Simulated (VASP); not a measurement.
# SiC16 in VASP: a series of runs

The runs below take SiC16 through single point, with PBE+D3(BJ).

Everything below comes from runs of VASP 6.6.1. Logs are shortened: lines on timing, memory, paths and dates and some standing lists are left out, and cuts for length are marked.

## (1) The cell of the first run

The cell holds a slab with vacuum, 17 atoms: a = 4.930 Å, b = 4.422 Å, c = 22.694 Å, α = 90.00°, β = 90.00°, γ = 90.00°.

## (2) Single point, PBE+D3(BJ), collinear spin

INCAR

```
SYSTEM = SiC16
ALGO = Fast ; DIPOL = 0.5 0.5 0.309
EDIFF = 1E-6 ; ENCUT = 520
GGA = PE ; IDIPOL = 3
ISIF = 2 ; ISMEAR = 0
ISPIN = 2 ; IVDW = 12
LASPH = .TRUE. ; LCHARG = .TRUE.
LDIPOL = .TRUE. ; LELF = .TRUE.
LORBIT = 11 ; LREAL = Auto
LVACPOTAV = .TRUE. ; LVHAR = .TRUE.
LWAVE = .FALSE. ; MAGMOM = 0 0 0 0 0 0 0 0 0 0 0 0 0 0 0 0 2
NBANDS = 52 ; NELM = 150
PREC = Accurate ; SIGMA = 0.05
```

KPOINTS

```
k-points
0
G
  6 6 1
  0 0 0
```

POSCAR

```
SiC16
1.0
    4.9298676323      0.0000000000      0.0000000000
    0.0000000000      4.4224271195      0.0000000000
    0.0000000000      0.0000000000     22.6937497910
C Si
16 1
Direct
    0.2500000000      0.4155274488      0.1762599851
    0.7500000000      0.4155274488      0.1762599851
    0.0000000000      0.5195584910      0.2001803947
    0.5000000000      0.5195584910      0.2001803947
    0.0000000000      0.7272227621      0.2480852155
    0.5000000000      0.7272227621      0.2480852155
    0.2500000000      0.8312538043      0.2720056251
    0.7500000000      0.8312538043      0.2720056251
    0.2500000000      0.0442051686      0.3198734326
    0.7500000000      0.0442051686      0.3198734326
    0.0000000000      0.1500808487      0.3425973485
    0.5000000000      0.1500808487      0.3425973485
    0.0000000000      0.3779776253      0.3900566375
    0.5000000000      0.3779776253      0.3900566375
    0.2500000000      0.4764186278      0.4095290499
    0.7500000000      0.4764186278      0.4095290499
    0.5000000000      0.6430852945      0.5329110395
```

Potentials or basis: VASP PAW PBE potentials, release 64 (C, Si).

Run with:

```
$ cat potpaw_PBE.64/C/POTCAR potpaw_PBE.64/Si/POTCAR > POTCAR
$ mpirun -np 1 vasp_std > vasp.out
```

OUTCAR:

```text
SYSTEM = SiC16
   EDIFF = 1E-6
   ENCUT = 520
   GGA = PE
   ISIF = 2
   ISMEAR = 0
   ISPIN = 2
   IVDW = 12
   LASPH = .TRUE.
   LORBIT = 11
   LREAL = Auto
   NELM = 150
   PREC = Accurate
 IVDW          = 12

 ion  position               nearest neighbor table
   1  0.250  0.416  0.176-   3 1.42   4 1.42
   2  0.750  0.416  0.176-   3 1.42   4 1.42
   3  0.000  0.520  0.200-   5 1.42   2 1.42   1 1.42
   4  0.500  0.520  0.200-   6 1.42   2 1.42   1 1.42
   5  0.000  0.727  0.248-   3 1.42   7 1.42   8 1.42
   6  0.500  0.727  0.248-   4 1.42   7 1.42   8 1.42
   7  0.250  0.831  0.272-   5 1.42   6 1.42   9 1.44
   8  0.750  0.831  0.272-   5 1.42   6 1.42  10 1.44
   9  0.250  0.044  0.320-  11 1.42  12 1.42   7 1.44
  10  0.750  0.044  0.320-  11 1.42  12 1.42   8 1.44
  11  0.000  0.150  0.343-   9 1.42  10 1.42  13 1.48
  12  0.500  0.150  0.343-   9 1.42  10 1.42  14 1.48
  13  0.000  0.378  0.390-  15 1.38  16 1.38  11 1.48
  14  0.500  0.378  0.390-  15 1.38  16 1.38  12 1.48
  15  0.250  0.476  0.410-  13 1.38  14 1.38
  16  0.750  0.476  0.410-  13 1.38  14 1.38
  17  0.500  0.643  0.533-

  LATTYP: Found a simple orthorhombic cell.
 ALAT       =     4.4224271195
 B/A-ratio  =     1.1147425382
 C/A-ratio  =     5.1315147040

  Lattice vectors:

 A1 = (   0.0000000000,  -4.4224271195,   0.0000000000)
 A2 = (   4.9298676323,   0.0000000000,   0.0000000000)
 A3 = (   0.0000000000,   0.0000000000,  22.6937497910)

Analysis of symmetry for initial positions (statically):
=====================================================================
 Subroutine PRICEL returns:
 Original cell was already a primitive cell.

 Routine SETGRP: Setting up the symmetry group for a
 simple orthorhombic supercell.

 Subroutine GETGRP returns: Found  2 space group operations
 (whereof  2 operations were pure point group operations)
 out of a pool of  8 trial point group operations.

The static configuration has the point symmetry C_1h.

Analysis of symmetry for dynamics (positions and initial velocities):
=====================================================================
 Subroutine PRICEL returns:
 Original cell was already a primitive cell.

 Routine SETGRP: Setting up the symmetry group for a
 simple orthorhombic supercell.

 Subroutine GETGRP returns: Found  2 space group operations
 (whereof  2 operations were pure point group operations)
 out of a pool of  8 trial point group operations.

The dynamic configuration has the point symmetry C_1h.

Analysis of structural, dynamic, and magnetic symmetry:
=====================================================================
 Subroutine PRICEL returns:
 Original cell was already a primitive cell.

 Routine SETGRP: Setting up the symmetry group for a
 simple orthorhombic supercell.

 Subroutine GETGRP returns: Found  2 space group operations
 (whereof  2 operations were pure point group operations)
 out of a pool of  8 trial point group operations.

The overall configuration has the point symmetry C_1h.

 Subroutine INISYM returns: Found  2 space group operations
 (whereof  2 operations are pure point group operations),
 and found     1 'primitive' translations

----------------------------------------------------------------------------------------

                                     Primitive cell

  volume of cell :     494.7687

  direct lattice vectors                    reciprocal lattice vectors
     4.929867632  0.000000000  0.000000000     0.202845203  0.000000000  0.000000000
     0.000000000  4.422427120  0.000000000     0.000000000  0.226120176  0.000000000
     0.000000000  0.000000000 22.693749791     0.000000000  0.000000000  0.044064996

  length of vectors
     4.929867632  4.422427120 22.693749791     0.202845203  0.226120176  0.044064996

  position of ions in fractional coordinates (direct lattice)
     0.250000000  0.415527449  0.176259985
     0.750000000  0.415527449  0.176259985
     0.000000000  0.519558491  0.200180395
     0.500000000  0.519558491  0.200180395
     0.000000000  0.727222762  0.248085215
     0.500000000  0.727222762  0.248085215
[... 9 lines left out ...]
     0.750000000  0.476418628  0.409529050
     0.500000000  0.643085294  0.532911039

  ion indices of the primitive-cell ions
   primitive index   ion index
                 1           1
                 2           2
                 3           3
                 4           4
                 5           5
                 6           6
[... 9 lines left out ...]
                16          16
                17          17

----------------------------------------------------------------------------------------

 KPOINTS: k-points

Automatic generation of k-mesh.
 Grid dimensions read from file:
 generate k-points for:    6    6    1

 Generating k-lattice:

  Cartesian coordinates                     Fractional coordinates (reciprocal lattice)
     0.033807534  0.000000000  0.000000000     0.166666667  0.000000000  0.000000000
     0.000000000  0.037686696  0.000000000     0.000000000  0.166666667  0.000000000
     0.000000000  0.000000000  0.044064996     0.000000000  0.000000000  1.000000000

  Length of vectors
     0.033807534  0.037686696  0.044064996

  Shift w.r.t. Gamma in fractional coordinates (k-lattice)
     0.000000000  0.000000000  0.000000000

 Subroutine IBZKPT returns following result:
 ===========================================

 Found     16 irreducible k-points:

 Following reciprocal coordinates:
            Coordinates               Weight
  0.000000  0.000000  0.000000      1.000000
  0.166667  0.000000  0.000000      2.000000
  0.333333  0.000000  0.000000      2.000000
  0.500000  0.000000  0.000000      1.000000
  0.000000  0.166667  0.000000      2.000000
  0.166667  0.166667  0.000000      4.000000
[... 8 lines left out ...]
  0.333333  0.500000  0.000000      2.000000
  0.500000  0.500000  0.000000      1.000000
   k-points           NKPTS =     16   k-points in BZ     NKDIM =     16   number of bands    NBANDS=     52
   number of dos      NEDOS =    301   number of ions     NIONS =     17
   total plane-waves  NPLWV = 259200
   dimension x,y,z NGX =    40 NGY =   36 NGZ =  180
   dimension x,y,z NGXF=    80 NGYF=   72 NGZF=  360
   ions per type =              16   1
   NGX,Y,Z   is equivalent  to a cutoff of  13.49, 13.53, 13.19 a.u.
   NGXF,Y,Z  is equivalent  to a cutoff of  26.98, 27.07, 26.37 a.u.
 SYSTEM =  SiC16
   PREC   = accura    normal or accurate (medium, high low for compatibility)
   ISTART =      0    job   : 0-new  1-cont  2-samecut
   ICHARG =      2    charge: 1-file 2-atom 10-const
   ISPIN  =      2    spin polarized calculation?
   LNONCOLLINEAR =      F non collinear calculations
   LSORBIT =      F    spin-orbit coupling
   LASPH  =      T    aspherical Exc in radial PAW
   ENCUT  =  520.0 eV  38.22 Ry    6.18 a.u.   9.17  8.22 42.20*2*pi/ulx,y,z
   NELM   =    150;   NELMIN=  2; NELMDL= -5     # of ELM steps
   EDIFF  = 0.1E-05   stopping-criterion for ELM
   LREAL  =      T    real-space projection
   EDIFFG = 0.1E-04   stopping-criterion for IOM
   NSW    =      0    number of steps for IOM
   IBRION =     -1    ionic relax: 0-MD 1-quasi-New 2-CG
   NFREE  =      0    steps in history (QN), initial steepest desc. (CG)
   ISIF   =      2    stress and relaxation
   ISYM   =      2    0-nonsym 1-usesym 2-fastsym
   POTIM  = 0.5000    time-step for ionic-motion
   TEBEG  =    0.0;   TEEND  =   0.0 temperature during run
   PSTRESS=    0.0 pullay stress
   NELECT =      68.0000    total number of electrons
   NUPDOWN=      -1.0000    fix difference up-down
   EMIN   =  10.00;   EMAX   =-10.00  energy-range for DOS
   EFERMI =   0.00;   METHOD = LEGACY
   ISMEAR =     0;   SIGMA  =   0.05  broadening in eV -4-tet -1-fermi 0-gaus
   EFERMI_NEDOS =   21; number of points for ismear=-14 and -15
   IALGO  =     68    algorithm
   IMIX   =      4    mixing-type and parameters
     AMIX     =   0.40;   BMIX     =  1.00
     AMIX_MAG =   1.60;   BMIX_MAG =  1.00
  volume/ion in A,a.u.               =      29.10       196.40
  Fermi-wavevector in a.u.,A,eV,Ry     =   0.844845  1.596526  9.711337  0.713763
  Thomas-Fermi vector in A             =   1.959938
   LORBIT       =     11    0 simple, 1 ext, 2 COOP (PROOUT), +10 PAW based schemes
   GGA     = PE    functional components
   LHFCALC =     F    Hartree Fock is set to
   AEXX    =    0.0000 exact exchange contribution
   IVDW    =    12    specifies the selected vdW correction
   LEPSILON=     F    determine dielectric tensor
   LRPA    =     F    only Hartree local field effects (RPA)
 spin polarized calculation
 RMM-DIIS sequential band-by-band and
 Gauss-broadening in eV      SIGMA  =   0.05
  energy-cutoff  :      520.00
  volume of cell :      494.77
 maximum number of plane-waves:     13376
 NGX is ok and might be reduce to    40
   NGX = 19   NGY = 17   NGZ = 85

 dipolmoment           0.000000      0.000000      0.136897 electrons x Angstroem

 number of electron      68.0000008 magnetization       0.4698745

 dipolmoment           0.000000      0.000000     -0.247160 electrons x Angstroem

 Free energy of the ion-electron system (eV)
  ---------------------------------------------------
  ext. energy  EPLUGINS =         0.00000000
  ---------------------------------------------------
  free energy    TOTEN  =      -137.47162467 eV

  energy without entropy =     -137.45946375  energy(sigma->0) =     -137.46554421

 E-fermi :  -2.0935     XC(G=0):  -4.3599

 val. band max:       -2.0954360028   @ k =   0.3333   0.0000   0.0000
 cond. band min:      -2.0912243234   @ k =   0.3333   0.0000   0.0000
 fundamental gap:      0.0042116793
 Fermi energy:        -2.0934684002

 spin component 1

 k-point     1 :       0.0000    0.0000    0.0000
  band No.  band energies     occupation
      1     -21.0672      1.00000
      2     -19.9464      1.00000
      3     -18.3147      1.00000
      4     -16.8031      1.00000
      5     -16.7867      1.00000
      6     -16.4854      1.00000
[... 773 lines left out ...]
     45       4.3729      0.00000
     46       4.6055      0.00000
 Fermi energy:        -2.0934684002

 spin component 2

 k-point     1 :       0.0000    0.0000    0.0000
  band No.  band energies     occupation
      1     -21.0906      1.00000
      2     -19.9924      1.00000
      3     -18.3686      1.00000
      4     -16.8250      1.00000
      5     -16.8059      1.00000
      6     -16.5266      1.00000
[... 773 lines left out ...]
     45       4.4891      0.00000
     46       4.6018      0.00000
 [bands above 46 left out]

------------------------ aborting loop because EDIFF is reached ----------------------------------------

 Edisp (eV)   -2.09650

 E8    (eV) :    -0.6318

  FORCE on cell =-STRESS in cart. coord.  units (eV):
  Direction    XX          YY          ZZ          XY          YZ          ZX
  --------------------------------------------------------------------------------------
  -------------------------------------------------------------------------------------
  Total       0.63560    -1.32585    -6.04211     0.00000    -0.57480     0.00000
  in kB       2.05821    -4.29341   -19.56578     0.00000    -1.86133     0.00000
  external pressure =       -7.27 kB  Pullay stress =        0.00 kB

 VOLUME and BASIS-vectors are now :
 -----------------------------------------------------------------------------
  energy-cutoff  :      520.00
  volume of cell :      494.77
      direct lattice vectors                 reciprocal lattice vectors
     4.929867632  0.000000000  0.000000000     0.202845203  0.000000000  0.000000000
     0.000000000  4.422427120  0.000000000     0.000000000  0.226120176  0.000000000
     0.000000000  0.000000000 22.693749791     0.000000000  0.000000000  0.044064996

 POSITION                                       TOTAL-FORCE (eV/Angst)
 -----------------------------------------------------------------------------------
      1.23247      1.83764      4.00000         0.003163      1.299665      1.642922
      3.69740      1.83764      4.00000        -0.003163      1.299665      1.642922
      0.00000      2.29771      4.54284         0.000000     -2.011963     -2.427664
      2.46493      2.29771      4.54284         0.000000     -2.004923     -2.415999
      0.00000      3.21609      5.62998         0.000000      0.841726      1.006296
      2.46493      3.21609      5.62998         0.000000      0.840046      1.013384
[... 9 lines left out ...]
      3.69740      2.10693      9.29375        -0.625694      0.921057      2.475004
      2.46493      2.84400     12.09375         0.000000     -0.339589     -2.453166
 -----------------------------------------------------------------------------------
    total drift:                                0.000000     -0.022460     -0.033562

  FREE ENERGIE OF THE ION-ELECTRON SYSTEM (eV)
  ---------------------------------------------------
  free  energy   TOTEN  =      -139.5681287088 eV

  energy  without entropy=     -139.5559677878  energy(sigma->0) =     -139.56204825

 vacuum level on the upper side and lower side of the slab         2.080         4.131

 total charge

# of ion       s       p       d       tot
------------------------------------------
    1        0.926   1.514   0.000   2.440
    2        0.926   1.514   0.000   2.440
    3        0.864   1.776   0.000   2.640
    4        0.864   1.776   0.000   2.640
    5        0.868   1.762   0.000   2.631
    6        0.868   1.762   0.000   2.630
[... 9 lines left out ...]
   16        0.895   1.610   0.000   2.504
   17        0.955   0.491   0.000   1.446
--------------------------------------------------
tot         14.994  28.028   0.000  43.022

 magnetization (x)

# of ion       s       p       d       tot
------------------------------------------
    1       -0.000  -0.001   0.000  -0.002
    2       -0.000  -0.001   0.000  -0.002
    3       -0.000  -0.000   0.000  -0.000
    4       -0.000  -0.000   0.000  -0.000
    5       -0.000   0.000   0.000   0.000
    6       -0.000   0.000   0.000   0.000
[... 9 lines left out ...]
   16       -0.026  -0.140   0.000  -0.167
   17        0.002   0.309   0.000   0.310
--------------------------------------------------
tot         -0.065  -0.009   0.000  -0.074
```

It took 1.7 h on 1 thread of Oxide Virtual Turin-like, shared host; peak memory 1 GiB.

Results:

- Free energy: -139.5681 eV
- Largest force: 3.153 eV/Å
- Net moment: 0.47 μB per cell
- Site moments: C -0.00, +0.00, -0.03, -0.02, +0.01, -0.17 (each value once); Si +0.31 μB
- Valence electrons inside the program's atomic spheres: C 2.44, 2.64, 2.63, 2.65, 2.62, 2.67, 2.50 (each value once); Si 1.45
- Dispersion energy per atom: -0.123 eV

Forces in eV/Å, atoms in the order of the input:
```
C    0.003  1.300  1.643
C   -0.003  1.300  1.643
C    0.000 -2.012 -2.428
C    0.000 -2.005 -2.416
C    0.000  0.842  1.006
C    0.000  0.840  1.013
C   -0.017 -0.165 -0.198
C    0.017 -0.165 -0.198
C    0.031 -0.154 -0.219
C   -0.031 -0.154 -0.219
C    0.000  0.415  0.177
C    0.000  0.443  0.140
C    0.000 -0.727 -0.846
C    0.000 -1.259 -1.596
C    0.626  0.921  2.475
C   -0.626  0.921  2.475
Si   0.000 -0.340 -2.453
```

Levels at points of the mesh, in eV from the Fermi level:
Spin up:
```csv
k point,band 30,band 31,band 32,band 33,band 34,band 35,band 36,band 37,band 38,band 39
"(0.00, 0.00, 0.00)",-1.67,-0.69,-0.69,-0.34,0.02,0.49,0.63,0.89,1.03,1.40
"(0.50, 0.00, 0.00)",-1.83,-1.83,-0.98,-0.70,-0.10,-0.09,0.53,0.70,1.39,2.67
"(0.00, 0.50, 0.00)",-1.86,-1.02,-0.59,-0.51,-0.33,0.10,0.38,0.92,1.05,1.63
"(0.50, 0.50, 0.00)",-1.10,-1.03,-0.76,-0.66,-0.51,-0.05,-0.05,0.68,1.52,2.27
```
Spin down:
| k point | band 29 | band 30 | band 31 | band 32 | band 33 | band 34 | band 35 | band 36 | band 37 | band 38 |
| --- | --- | --- | --- | --- | --- | --- | --- | --- | --- | --- |
| (0.00, 0.00, 0.00) | -2.07 | -1.67 | -1.23 | -0.68 | -0.35 | 0.04 | 0.31 | 1.01 | 1.49 | 1.52 |
| (0.50, 0.00, 0.00) | -3.51 | -1.86 | -1.86 | -0.95 | -0.88 | -0.09 | -0.09 | 0.62 | 1.57 | 1.91 |
| (0.00, 0.50, 0.00) | -2.29 | -1.86 | -1.20 | -0.57 | -0.35 | 0.06 | 0.12 | 0.23 | 0.94 | 1.73 |
| (0.50, 0.50, 0.00) | -2.58 | -1.06 | -1.05 | -0.78 | -0.75 | -0.05 | -0.05 | 0.31 | 0.95 | 1.78 |

## (3) Single point, PBE+D3(BJ), collinear spin

INCAR

```
  ALGO = Normal
  DIPOL = 0.5 0.5 0.309
  EDIFF = 1E-6
  ENCUT = 520
  GGA = PE
  IDIPOL = 3
  ISIF = 2
  ISMEAR = 0
  ISPIN = 2
  IVDW = 12
  LASPH = T
  LCHARG = T
  LDIPOL = T
  LELF = T
  LORBIT = 11
  LREAL = Auto
  LVACPOTAV = T
  LVHAR = T
  LWAVE = F
  MAGMOM = 0 0 0 0 0 0 0 0 0 0 0 0 0 0 0 0 2
  NBANDS = 52
  NELM = 150
  PREC = Accurate
  SIGMA = 0.05
```

KPOINTS

```
k-points
0
Gamma
  6 6 1
```

Edit POSCAR of step 2 so:

```diff
@@ -24,2 +24,2 @@
     0.7500000000      0.4764186278      0.4095290499
-    0.5000000000      0.6430852945      0.5329110395
+    0.5000000000      0.4764186278      0.5329110395
```

Potentials or basis: VASP PAW PBE potentials, release 64 (C, Si).

Run with:

```
$ cat potpaw_PBE.64/C/POTCAR potpaw_PBE.64/Si/POTCAR > POTCAR
$ mpirun -np 1 vasp_std > vasp.out
```

It took 1.6 h on 1 thread of Oxide Virtual Turin-like, shared host; peak memory 1.1 GiB.

It converged, with:

```yaml
Free_energy: -139.5389 eV
Largest_force: 3.125 eV/Å
Net_moment: 0.46 μB per cell
Site_moments: C -0.00, +0.00, -0.03, -0.02, +0.01, -0.17 (each value once); Si +0.31 μB
Valence_electrons_inside_the_program's_atomic_spheres: C 2.44, 2.64, 2.63, 2.65, 2.62, 2.67, 2.51 (each value once); Si 1.45
Dispersion_energy_per_atom: -0.123 eV
```

Forces in eV/Å, atoms in the order of the input:
```
C    0.003  1.283  1.623
C   -0.003  1.283  1.623
C    0.000 -1.995 -2.405
C    0.000 -1.987 -2.391
C    0.000  0.837  0.998
C    0.000  0.831  1.007
C   -0.018 -0.167 -0.189
C    0.018 -0.167 -0.189
C    0.032 -0.166 -0.214
C   -0.032 -0.166 -0.214
C    0.000  0.494  0.122
C    0.000  0.513  0.063
C    0.000 -0.754 -0.948
C    0.000 -1.294 -1.840
C    0.623  0.516  2.685
C   -0.623  0.516  2.685
Si   0.000  0.420 -2.416
```

Levels at points of the mesh, in eV from the Fermi level:
Spin up:
```
           k point  band 32  band 33  band 34  band 35  band 36  band 37
(0.00, 0.00, 0.00)    -0.63    -0.34     0.02     0.38     0.62     0.96
(0.50, 0.00, 0.00)    -0.97    -0.65    -0.10    -0.09     0.53     0.72
(0.00, 0.50, 0.00)    -0.65    -0.39    -0.33     0.11     0.25     0.91
(0.50, 0.50, 0.00)    -0.89    -0.60    -0.35    -0.05    -0.05     0.66
```
Spin down:
```csv
k point,band 29,band 30,band 31,band 32,band 33,band 34,band 35,band 36,band 37,band 38
"(0.00, 0.00, 0.00)",-2.09,-1.69,-1.28,-0.66,-0.35,0.04,0.20,1.00,1.35,1.59
"(0.50, 0.00, 0.00)",-3.54,-1.89,-1.89,-0.97,-0.88,-0.09,-0.09,0.61,1.54,1.93
"(0.00, 0.50, 0.00)",-2.30,-1.88,-1.24,-0.61,-0.35,0.05,0.12,0.19,0.92,1.71
"(0.50, 0.50, 0.00)",-2.61,-1.09,-1.08,-0.78,-0.78,-0.05,-0.05,0.31,0.93,1.74
```
